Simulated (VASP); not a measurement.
Write the native input for VASP 6.6.1 that does the following.

* Task: single point
* Functional: PBE
* Potentials or basis: VASP PAW PBE potentials, release 64 (Sr_sv, Zn, Ga_d, C, N)
* Cutoff: 520 eV
* k mesh: 4 × 4 × 4
* Occupations: gaussian, width 0.1 eV
* Spin: no spin polarisation
* Dipole correction: no
* Further INCAR settings: LREAL = Auto; ALGO = Normal; EDIFF = 1e-06; NBANDS = 58

The structure of SrZnGaC6N6 lies in POSCAR:

```
SrZnGaC6N6
1.0
    0.0000000000      5.0720000000      5.0720000000
    5.0720000000      0.0000000000      5.0720000000
    5.0720000000      5.0720000000      0.0000000000
Sr Zn Ga C N
1 1 1 6 6
Direct
    0.7500000000      0.7500000000      0.7500000000
    0.0000000000      0.0000000000      0.0000000000
    0.5000000000      0.5000000000      0.5000000000
    0.8110212900      0.1889787100      0.1889787100
    0.1889787100      0.1889787100      0.8110212900
    0.8110212900      0.1889787100      0.8110212900
    0.1889787100      0.8110212900      0.8110212900
    0.8110212900      0.8110212900      0.1889787100
    0.1889787100      0.8110212900      0.1889787100
    0.6956821800      0.3043178200      0.3043178200
    0.3043178200      0.3043178200      0.6956821800
    0.6956821800      0.3043178200      0.6956821800
    0.3043178200      0.6956821800      0.6956821800
    0.6956821800      0.6956821800      0.3043178200
    0.3043178200      0.6956821800      0.3043178200
```

One way to write it, as run:

INCAR

```
SYSTEM = SrZnGaC6N6
ALGO = Normal
EDIFF = 1E-6
ENCUT = 520
GGA = PE
ISIF = 2
ISMEAR = 0
LASPH = .TRUE.
LCHARG = .TRUE.
LELF = .TRUE.
LREAL = Auto
LVHAR = .TRUE.
LWAVE = .FALSE.
NBANDS = 58
NELM = 100
PREC = Accurate
SIGMA = 0.1
```

KPOINTS

```
k-points
0
G
  4 4 4
  0 0 0
```

Potentials or basis: VASP PAW PBE potentials, release 64 (Sr_sv, Zn, Ga_d, C, N).

Launch:

```sh
$ cat potpaw_PBE.64/Sr_sv/POTCAR potpaw_PBE.64/Zn/POTCAR potpaw_PBE.64/Ga_d/POTCAR potpaw_PBE.64/C/POTCAR potpaw_PBE.64/N/POTCAR > POTCAR
$ mpirun -np 1 vasp_std > vasp.out
```

Results of the run:

| Property | Result |
| --- | --- |
| Pressure | 12.3 GPa |
| Largest force | 2.552 eV/Å |
| Band gap on the k mesh | zero (an odd number of electrons rules out a gap without spin polarisation) |

Caveat: the cell stands under pressure; forces of over 1 eV/Å act on the atoms, so gaps and moduli don't describe the material at rest.

Wall time 8.9 min on 1 thread of Intel Xeon 8259CL, on a shared host, peak memory 0.44 GiB.
